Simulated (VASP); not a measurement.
# SnO (P4/nmm) in VASP: notebook

The runs below take SnO through single point, with PBE+D3(BJ).

All numbers are computed with VASP 6.6.1; they aren't measurements. Logs are shortened: lines on timing, memory, paths and dates and some standing lists are left out, and cuts for length are marked.

## (1) The cell of the first run

Symmetry: P4/nmm, No. 129, tetragonal system. The conventional cell has a = 3.925 Å, b = 3.925 Å, c = 4.534 Å, α = 90.00°, β = 90.00°, γ = 90.00°. Sn (site symmetry 4mm) has 4 O at 2.24 Å within 3.0 Å. O (site symmetry -4m2) has 4 Sn at 2.24 Å and 4 O at 2.78 Å within 3.0 Å.

## (2) Single point, PBE+D3(BJ)

INCAR reads:

```
SYSTEM = SnO
ALGO = Normal ; EDIFF = 1E-6
ENCUT = 520 ; GGA = PE
ISIF = 2 ; ISMEAR = 0
IVDW = 12 ; LASPH = .TRUE.
LCHARG = .FALSE. ; LREAL = .FALSE.
LWAVE = .FALSE. ; NBANDS = 28
NELM = 60 ; PREC = Accurate
SIGMA = 0.02
```

KPOINTS reads:

```
k-points
0
G
  6 6 4
  0 0 0
```

POSCAR reads:

```
SnO
1.0
    3.9252200000      0.0000000000      0.0000000000
    0.0000000000      3.9252200000      0.0000000000
    0.0000000000      0.0000000000      4.5335275754
Sn O
2 2
Direct
    0.5000000000      0.0000000000      0.2369000000
    0.0000000000      0.5000000000      0.7631000000
    0.0000000000      0.0000000000      0.0000000000
    0.5000000000      0.5000000000      0.0000000000
```

Potentials or basis: VASP PAW PBE potentials, release 64 (Sn_d, O).

Launch:

```console
$ cat potpaw_PBE.64/Sn_d/POTCAR potpaw_PBE.64/O/POTCAR > POTCAR
$ mpirun -np 1 vasp_std > vasp.out
```

OUTCAR:

```text
SYSTEM = SnO
   EDIFF = 1E-6
   ENCUT = 520
   GGA = PE
   ISIF = 2
   ISMEAR = 0
   IVDW = 12
   LASPH = .TRUE.
   LREAL = .FALSE.
   NELM = 60
   PREC = Accurate
 IVDW          = 12

 ion  position               nearest neighbor table
   1  0.500  0.000  0.237-   3 2.24   4 2.24   4 2.24   3 2.24   2 3.51   2 3.51   2 3.51   2 3.51
                             2 3.66   2 3.66   2 3.66   2 3.66
   2  0.000  0.500  0.763-   3 2.24   4 2.24   3 2.24   4 2.24   1 3.51   1 3.51   1 3.51   1 3.51
                             1 3.66   1 3.66   1 3.66   1 3.66
   3  0.000  0.000  0.000-   1 2.24   2 2.24   2 2.24   1 2.24
   4  0.500  0.500  0.000-   1 2.24   2 2.24   1 2.24   2 2.24

  LATTYP: Found a simple tetragonal cell.
 ALAT       =     3.9252200000
 C/A-ratio  =     1.1549741353

  Lattice vectors:

 A1 = (   3.9252200000,   0.0000000000,   0.0000000000)
 A2 = (   0.0000000000,   3.9252200000,   0.0000000000)
 A3 = (   0.0000000000,   0.0000000000,   4.5335275754)

Analysis of symmetry for initial positions (statically):
=====================================================================
 Subroutine PRICEL returns:
 Original cell was already a primitive cell.

 Routine SETGRP: Setting up the symmetry group for a
 simple tetragonal supercell.

 Subroutine GETGRP returns: Found 16 space group operations
 (whereof  8 operations were pure point group operations)
 out of a pool of 16 trial point group operations.

The static configuration has the point symmetry D_2d.
 The point group associated with its full space group is D_4h.

Analysis of symmetry for dynamics (positions and initial velocities):
=====================================================================
 Subroutine PRICEL returns:
 Original cell was already a primitive cell.

 Routine SETGRP: Setting up the symmetry group for a
 simple tetragonal supercell.

 Subroutine GETGRP returns: Found 16 space group operations
 (whereof  8 operations were pure point group operations)
 out of a pool of 16 trial point group operations.

The dynamic configuration has the point symmetry D_2d.
 The point group associated with its full space group is D_4h.

 Subroutine INISYM returns: Found 16 space group operations
 (whereof  8 operations are pure point group operations),
 and found     1 'primitive' translations

----------------------------------------------------------------------------------------

                                     Primitive cell

  volume of cell :      69.8497

  direct lattice vectors                    reciprocal lattice vectors
     3.925220000  0.000000000  0.000000000     0.254762790  0.000000000  0.000000000
     0.000000000  3.925220000  0.000000000     0.000000000  0.254762790  0.000000000
     0.000000000  0.000000000  4.533527575     0.000000000  0.000000000  0.220578784

  length of vectors
     3.925220000  3.925220000  4.533527575     0.254762790  0.254762790  0.220578784

  position of ions in fractional coordinates (direct lattice)
     0.500000000  0.000000000  0.236900000
     0.000000000  0.500000000  0.763100000
     0.000000000  0.000000000  0.000000000
     0.500000000  0.500000000  0.000000000

  ion indices of the primitive-cell ions
   primitive index   ion index
                 1           1
                 2           2
                 3           3
                 4           4

----------------------------------------------------------------------------------------

 KPOINTS: k-points

Automatic generation of k-mesh.
 Grid dimensions read from file:
 generate k-points for:    6    6    4

 Generating k-lattice:

  Cartesian coordinates                     Fractional coordinates (reciprocal lattice)
     0.042460465  0.000000000  0.000000000     0.166666667  0.000000000  0.000000000
     0.000000000  0.042460465  0.000000000     0.000000000  0.166666667  0.000000000
     0.000000000  0.000000000  0.055144696     0.000000000  0.000000000  0.250000000

  Length of vectors
     0.042460465  0.042460465  0.055144696

  Shift w.r.t. Gamma in fractional coordinates (k-lattice)
     0.000000000  0.000000000  0.000000000

 Subroutine IBZKPT returns following result:
 ===========================================

 Found     30 irreducible k-points:

 Following reciprocal coordinates:
            Coordinates               Weight
  0.000000  0.000000  0.000000      1.000000
  0.166667  0.000000  0.000000      4.000000
  0.333333  0.000000  0.000000      4.000000
  0.500000  0.000000  0.000000      2.000000
  0.166667  0.166667  0.000000      4.000000
  0.333333  0.166667  0.000000      8.000000
[... 16 lines left out ...]
  0.333333  0.000000  0.500000      4.000000
  0.500000  0.000000  0.500000      2.000000
 [... further k-points ...]
   k-points           NKPTS =     30   k-points in BZ     NKDIM =     30   number of bands    NBANDS=     28
   number of dos      NEDOS =    301   number of ions     NIONS =      4
   total plane-waves  NPLWV =  32400
   dimension x,y,z NGX =    30 NGY =   30 NGZ =   36
   dimension x,y,z NGXF=    60 NGYF=   60 NGZF=   72
   ions per type =               2   2
   NGX,Y,Z   is equivalent  to a cutoff of  12.71, 12.71, 13.20 a.u.
   NGXF,Y,Z  is equivalent  to a cutoff of  25.41, 25.41, 26.40 a.u.
 SYSTEM =  SnO
   PREC   = accura    normal or accurate (medium, high low for compatibility)
   ISTART =      0    job   : 0-new  1-cont  2-samecut
   ICHARG =      2    charge: 1-file 2-atom 10-const
   ISPIN  =      1    spin polarized calculation?
   LNONCOLLINEAR =      F non collinear calculations
   LSORBIT =      F    spin-orbit coupling
   LASPH  =      T    aspherical Exc in radial PAW
   ENCUT  =  520.0 eV  38.22 Ry    6.18 a.u.   7.30  7.30  8.43*2*pi/ulx,y,z
   NELM   =     60;   NELMIN=  2; NELMDL= -5     # of ELM steps
   EDIFF  = 0.1E-05   stopping-criterion for ELM
   LREAL  =      F    real-space projection
   EDIFFG = 0.1E-04   stopping-criterion for IOM
   NSW    =      0    number of steps for IOM
   IBRION =     -1    ionic relax: 0-MD 1-quasi-New 2-CG
   NFREE  =      0    steps in history (QN), initial steepest desc. (CG)
   ISIF   =      2    stress and relaxation
   ISYM   =      2    0-nonsym 1-usesym 2-fastsym
   POTIM  = 0.5000    time-step for ionic-motion
   TEBEG  =    0.0;   TEEND  =   0.0 temperature during run
   PSTRESS=    0.0 pullay stress
   NELECT =      40.0000    total number of electrons
   NUPDOWN=      -1.0000    fix difference up-down
   EMIN   =  10.00;   EMAX   =-10.00  energy-range for DOS
   EFERMI =   0.00;   METHOD = LEGACY
   ISMEAR =     0;   SIGMA  =   0.02  broadening in eV -4-tet -1-fermi 0-gaus
   EFERMI_NEDOS =   21; number of points for ismear=-14 and -15
   IALGO  =     38    algorithm
   IMIX   =      4    mixing-type and parameters
     AMIX     =   0.40;   BMIX     =  1.00
     AMIX_MAG =   1.60;   BMIX_MAG =  1.00
  volume/ion in A,a.u.               =      17.46       117.84
  Fermi-wavevector in a.u.,A,eV,Ry     =   1.359482  2.569048 25.146163  1.848191
  Thomas-Fermi vector in A             =   2.486226
   LORBIT       =      0    0 simple, 1 ext, 2 COOP (PROOUT), +10 PAW based schemes
   GGA     = PE    functional components
   LHFCALC =     F    Hartree Fock is set to
   AEXX    =    0.0000 exact exchange contribution
   IVDW    =    12    specifies the selected vdW correction
   LEPSILON=     F    determine dielectric tensor
   LRPA    =     F    only Hartree local field effects (RPA)
 non-spin polarized calculation
 Gauss-broadening in eV      SIGMA  =   0.02
  energy-cutoff  :      520.00
  volume of cell :       69.85
 maximum number of plane-waves:      1937
 NGX is ok and might be reduce to    30

 number of electron      39.9999995 magnetization

 Free energy of the ion-electron system (eV)
  ---------------------------------------------------
  ext. energy  EPLUGINS =         0.00000000
  ---------------------------------------------------
  free energy    TOTEN  =       -22.60098054 eV

  energy without entropy =      -22.60098054  energy(sigma->0) =      -22.60098054

 E-fermi :   6.9235     XC(G=0): -10.2963

 val. band max:        6.8200436732   @ k =   0.1667   0.1667   0.0000
 cond. band min:       7.3220716894   @ k =   0.5000   0.5000   0.0000
 fundamental gap:      0.5020280161
 Fermi energy:         6.9235487163

 k-point     1 :       0.0000    0.0000    0.0000
  band No.  band energies     occupation
      1     -14.8457      2.00000
      2     -14.4163      2.00000
      3     -14.4163      2.00000
      4     -14.3741      2.00000
      5     -14.3679      2.00000
      6     -14.3638      2.00000
[... 20 lines left out ...]
     27      14.0762      0.00000
     28      14.3429      0.00000

 k-point     2 :       0.1667    0.0000    0.0000
  band No.  band energies     occupation
      1     -14.8260      2.00000
      2     -14.4158      2.00000
      3     -14.4093      2.00000
      4     -14.4067      2.00000
      5     -14.3648      2.00000
      6     -14.3645      2.00000
[... 20 lines left out ...]
     27      14.2353      0.00000
     28      15.9032      0.00000

 k-point     3 :       0.3333    0.0000    0.0000
  band No.  band energies     occupation
      1     -14.7720      2.00000
      2     -14.5583      2.00000
      3     -14.3917      2.00000
      4     -14.3820      2.00000
      5     -14.3664      2.00000
      6     -14.3436      2.00000
[... 20 lines left out ...]
     27      14.6041      0.00000
     28      16.9459      0.00000

 k-point     4 :       0.5000    0.0000    0.0000
  band No.  band energies     occupation
      1     -14.6844      2.00000
      2     -14.6844      2.00000
      3     -14.3738      2.00000
      4     -14.3738      2.00000
      5     -14.3560      2.00000
      6     -14.3560      2.00000
[... 578 lines left out ...]
     27      15.9218      0.00000
     28      16.7535      0.00000

 k-point    23 :       0.3333    0.0000    0.5000
  band No.  band energies     occupation
      1     -14.7728      2.00000
      2     -14.5921      2.00000
      3     -14.4094      2.00000
      4     -14.3979      2.00000
      5     -14.3581      2.00000
      6     -14.3467      2.00000
[... 20 lines left out ...]
     27      16.1644      0.00000
     28      17.3680      0.00000

 k-point    24 :       0.5000    0.0000    0.5000
  band No.  band energies     occupation
      1     -14.7044      2.00000
      2     -14.7044      2.00000
      3     -14.4127      2.00000
      4     -14.4127      2.00000
      5     -14.3455      2.00000
      6     -14.3455      2.00000
[... 20 lines left out ...]
     27      16.3677      0.00000
     28      16.3677      0.00000

 [... further k-points ...]

------------------------ aborting loop because EDIFF is reached ----------------------------------------

 Edisp (eV)   -0.94159

 E8    (eV) :    -0.4088

  FORCE on cell =-STRESS in cart. coord.  units (eV):
  Direction    XX          YY          ZZ          XY          YZ          ZX
  --------------------------------------------------------------------------------------
  -------------------------------------------------------------------------------------
  Total      -0.18055    -0.18055     1.93487     0.00000    -0.00000     0.00000
  in kB      -4.14136    -4.14136    44.38109     0.00000    -0.00000     0.00000
  external pressure =       12.03 kB  Pullay stress =        0.00 kB

 VOLUME and BASIS-vectors are now :
 -----------------------------------------------------------------------------
  energy-cutoff  :      520.00
  volume of cell :       69.85
      direct lattice vectors                 reciprocal lattice vectors
     3.925220000  0.000000000  0.000000000     0.254762790  0.000000000  0.000000000
     0.000000000  3.925220000  0.000000000     0.000000000  0.254762790  0.000000000
     0.000000000  0.000000000  4.533527575     0.000000000  0.000000000  0.220578784

 POSITION                                       TOTAL-FORCE (eV/Angst)
 -----------------------------------------------------------------------------------
      1.96261      0.00000      1.07399         0.000000     -0.000000      0.851541
      0.00000      1.96261      3.45953         0.000000     -0.000000     -0.851541
      0.00000      0.00000      0.00000         0.000000     -0.000000     -0.000000
      1.96261      1.96261      0.00000         0.000000      0.000000     -0.000000
 -----------------------------------------------------------------------------------
    total drift:                                0.000000      0.000000      0.000000

  FREE ENERGIE OF THE ION-ELECTRON SYSTEM (eV)
  ---------------------------------------------------
  free  energy   TOTEN  =       -23.5425754688 eV

  energy  without entropy=      -23.5425754688  energy(sigma->0) =      -23.54257547
```

Run time: 82 s. Hardware: 1 thread of Intel Xeon 8259CL, shared host; peak memory 0.21 GiB.

Results:

* Free energy: -23.5426 eV
* Pressure: 1.2 GPa
* Largest force: 0.852 eV/Å
* Band gap on the k mesh: 0.50 eV (least direct gap 1.80 eV)
* Dispersion energy per atom: -0.235 eV

Forces in eV/Å, atoms in the order of the input:
```
Sn   0.000  0.000  0.852
Sn   0.000  0.000 -0.852
O    0.000  0.000  0.000
O    0.000  0.000  0.000
```

Stress tensor (GPa, compression positive):
```
-0.41  0.00  0.00
 0.00 -0.41  0.00
 0.00  0.00  4.44
```

Caveat: three body term missing; spin-orbit coupling is left out, which moves the levels of the heavy elements. A k mesh can miss the band edges.

## (3) Single point, PBE+D3(BJ)

This run uses another cell than the first one, of the same volume but with other edges.

INCAR reads:

```
PREC = Accurate ; ENCUT = 520
EDIFF = 1E-7 ; ISMEAR = 0
SIGMA = 0.02 ; LREAL = F
LASPH = T ; NELM = 100
ALGO = Normal ; ISIF = 2
LWAVE = F ; LCHARG = F
GGA = PE ; IVDW = 12
NBANDS = 28
```

KPOINTS reads:

```
regular mesh
0
Gamma
  6 6 4
```

POSCAR reads:

```
SnO
1.0
    3.9885300000      0.0000000000      0.0000000000
    0.0000000000      3.9885300000      0.0000000000
    0.0000000000      0.0000000000      4.3907482993
Sn O
2 2
Direct
    0.5000000000      0.0000000000      0.2369000000
    0.0000000000      0.5000000000      0.7631000000
    0.0000000000      0.0000000000      0.0000000000
    0.5000000000      0.5000000000      0.0000000000
```

Potentials or basis: VASP PAW PBE potentials, release 64 (Sn_d, O).

Launch:

```console
$ cat potpaw_PBE.64/Sn_d/POTCAR potpaw_PBE.64/O/POTCAR > POTCAR
$ mpirun -np 1 vasp_std > vasp.out
```

Run time: 77 s. Hardware: 1 thread of Intel Xeon 8259CL, shared host; peak memory 0.21 GiB.

The run converged. Its results:

```yaml
Free_energy: -23.4590 eV
Pressure: 0.3 GPa
Largest_force: 0.864 eV/Å
Band_gap_on_the_k_mesh: 0.66 eV (least direct gap 1.68 eV)
Dispersion_energy_per_atom: -0.235 eV
```

Forces on the atoms (eV/Å):
```
Sn   0.000  0.000  0.864
Sn   0.000  0.000 -0.864
O    0.000  0.000  0.000
O    0.000  0.000  0.000
```

Stress tensor (GPa, compression positive):
```
-2.02  0.00  0.00
 0.00 -2.02  0.00
 0.00  0.00  5.00
```

Levels at points of the mesh, in eV from the valence-band top:
| k point | band 16 | band 17 | band 18 | band 19 | band 20 | band 21 | band 22 | band 23 | band 24 | band 25 |
| --- | --- | --- | --- | --- | --- | --- | --- | --- | --- | --- |
| (0.00, 0.00, 0.00) | -5.86 | -3.03 | -3.03 | -2.80 | -0.29 | 2.30 | 4.97 | 4.97 | 5.40 | 6.78 |
| (0.50, 0.00, 0.00) | -4.53 | -4.07 | -4.07 | -1.80 | -1.80 | 3.91 | 3.91 | 6.10 | 6.10 | 6.30 |
| (0.50, 0.50, 0.00) | -4.14 | -2.32 | -2.32 | -1.02 | -1.02 | 0.66 | 0.66 | 5.70 | 5.70 | 7.89 |
| (0.00, 0.00, 0.50) | -3.03 | -3.03 | -2.97 | -2.52 | -0.86 | 1.25 | 3.14 | 3.14 | 3.16 | 8.74 |
| (0.50, 0.00, 0.50) | -4.94 | -4.44 | -4.44 | -0.93 | -0.93 | 3.18 | 3.18 | 5.44 | 5.44 | 6.96 |
| (0.50, 0.50, 0.50) | -4.83 | -2.32 | -2.32 | -2.26 | -2.26 | 3.32 | 3.32 | 4.96 | 4.96 | 5.52 |

Caveat: three body term missing; spin-orbit coupling is left out, which moves the levels of the heavy elements. A k mesh can miss the band edges.
